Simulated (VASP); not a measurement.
**TiAl: single point with LDA**

Crystal: TiAl.

```xyz
2
Lattice="3.1262 0.0000 0.0000 0.0000 3.1262 0.0000 0.0000 0.0000 3.4942" Properties=species:S:1:pos:R:3 pbc="T T T"
Ti    0.0000    0.0000    0.0000
Al    1.5631    1.5631    1.7471
```

```json
{"Program": "VASP 6.6.1", "Task": "single point", "Functional": "LDA", "Potentials or basis": "VASP PAW LDA potentials, release 64 (Ti_sv, Al)", "Cutoff": "520 eV", "k mesh": "16 × 16 × 16", "Occupations": "gaussian, width 0.15 eV", "Spin": "no spin polarisation"}
```

- Pressure: -11.1 GPa
- Band gap on the k mesh: zero (an odd number of electrons rules out a gap without spin polarisation)

Stress tensor (GPa, compression positive):
```
-13.66   0.00   0.00
  0.00 -13.66   0.00
  0.00   0.00  -5.96
```

Levels at points of the mesh, in eV from the Fermi level:
```tsv
k point	band 3	band 4	band 5	band 6	band 7	band 8	band 9	band 10	band 11	band 12
(0.00, 0.00, 0.00)	-32.76	-32.76	-8.85	-1.36	-1.08	1.60	1.60	2.04	2.47	5.22
(0.50, 0.00, 0.00)	-32.87	-32.74	-5.46	-4.77	-0.56	-0.35	0.59	1.84	3.21	6.36
(0.50, 0.50, 0.00)	-32.93	-32.85	-4.28	-1.54	-1.54	-1.10	0.25	0.25	2.92	4.39
(0.00, 0.00, 0.50)	-32.76	-32.76	-6.42	-5.00	-0.55	0.55	0.55	2.04	2.13	6.80
(0.50, 0.00, 0.50)	-32.93	-32.74	-4.95	-2.32	-1.75	-1.35	0.90	1.09	2.26	4.24
(0.50, 0.50, 0.50)	-32.92	-32.91	-2.77	-2.77	-2.75	0.41	2.36	2.71	2.94	3.10
```

Run time: 7.2 min on 1 thread of AMD EPYC 7R43 64-Core Processor (Zen 3), on a shared host, peak memory 0.26 GiB.

Caveat: the cell stands under tension.
